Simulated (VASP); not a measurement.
The system is Cd3Te2Se.

```xyz
6
Lattice="4.3062 0.0000 0.0000 -2.1531 3.7293 0.0000 0.0000 0.0000 10.5479" Properties=species:S:1:pos:R:3 pbc="T T T"
Cd    0.0000    0.0000    0.0000
Cd    0.0000    2.4862    7.0320
Cd    2.1531    1.2431    3.5160
Te    0.0000    2.4862    9.6689
Te    0.0000    0.0000    2.6370
Se    2.1531    1.2431    6.1530
```

| Quantity | Value |
| --- | --- |
| Program | VASP 6.6.1 |
| Task | relaxation of cell and atoms |
| Functional | PBE |
| Potentials or basis | VASP PAW PBE potentials, release 64 (Cd, Te, Se) |
| Cutoff | 600 eV |
| k mesh | 6 × 6 × 2 |
| Occupations | gaussian, width 0.1 eV |
| Spin | no spin polarisation |

At the start: pressure 11.7 GPa; volume 28.23 Å³/atom.

Q: How do energy, volume and symmetry change on relaxing?

A: Over 10 steps the energy falls by 199.3 meV/atom and the volume is 34.09 Å³/atom (+20.7 %); space group P3m1 (No. 156, to 0.1 Å) before and after.

Step by step:
```tsv
step	energy change (eV)	largest force (eV/Å)	pressure (GPa)	volume (Å³)
1	0.0000	0.9830	11.68	169.39
2	-0.9721	0.2767	-2.75	225.03
3	-1.1430	0.4210	-0.03	205.83
4	-1.1431	0.4137	-0.17	206.61
5	-1.1587	0.3253	-0.14	206.25
6	-1.1858	0.1922	0.00	205.20
7	-1.1878	0.2083	0.06	204.80
8	-1.1946	0.1125	-0.05	205.18
9	-1.1948	0.0933	-0.07	205.26
10	-1.1958	0.0107	0.05	204.52
```

Final structure:
```xyz
6
Lattice="4.5886 0.0000 0.0000 -2.2943 3.9738 0.0000 0.0000 0.0000 11.2164" Properties=species:S:1:pos:R:3 pbc="T T T"
Cd    0.0000    0.0000    0.0071
Cd    0.0000    2.6492    7.3339
Cd    2.2943    1.3246    3.8793
Te    0.0000    2.6492   10.1992
Te    4.5886    0.0000    2.8603
Se    2.2943    1.3246    6.5653
```

Caveat: the volume moved by over 15 % at a fixed basis, so the end points are rough.
